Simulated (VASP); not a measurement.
Write the native input for VASP 6.6.1 that does the following.

```yaml
Task: single point
Functional: PBEsol
Potentials_or_basis: VASP PAW PBE potentials, release 64 (Hg, Te)
Cutoff: 520 eV
k_mesh: 12 × 12 × 12
Occupations: fermi-dirac, width 0.08 eV
Spin: no spin polarisation
Dipole_correction: no
Further_INCAR_settings: ALGO = Normal; EDIFF = 1e-07; NBANDS = 16
```

The structure of HgTe lies in POSCAR:

```
HgTe
1.0
    0.0000000000      2.9507150000      2.9215000000
    2.9507150000      0.0000000000      2.9215000000
    2.9507150000      2.9507150000      0.0000000000
Hg Te
1 1
Direct
    0.0000000000      0.0000000000      0.0000000000
    0.5000000000      0.5000000000      0.5000000000
```

This cell differs from its parent crystal: equal xx and yy strain of +1 %.

The input as run:

INCAR

```
  PREC = Accurate
  ENCUT = 520
  EDIFF = 1E-7
  ISMEAR = -1
  SIGMA = 0.08
  LREAL = False
  LASPH = True
  NELM = 80
  ALGO = Normal
  ISIF = 2
  LWAVE = False
  LCHARG = False
  GGA = PS
  NBANDS = 16
```

KPOINTS

```
regular mesh
0
Gamma
  12 12 12
```

Potentials or basis: VASP PAW PBE potentials, release 64 (Hg, Te).

The run is started by

```bash
$ cat potpaw_PBE.64/Hg/POTCAR potpaw_PBE.64/Te/POTCAR > POTCAR
$ mpirun -np 1 vasp_std > vasp.out
```

Results of the run:

```
Pressure               : 4.7 GPa
Band gap on the k mesh : zero (band 9 reaches 5.97 eV, above the bottom of band 10 at 2.76 eV)
```

Caveat: the cell differs from its parent crystal (equal xx and yy strain of +1 %); the PAW data sets were made with another functional, which shifts forces and pressure a little; spin-orbit coupling is left out, which moves the levels of the heavy elements.

Run time: 50 s on 1 thread of Intel(R) Xeon(R) 6975P-C (Granite Rapids), with other jobs on the host, peak memory 0.27 GiB.
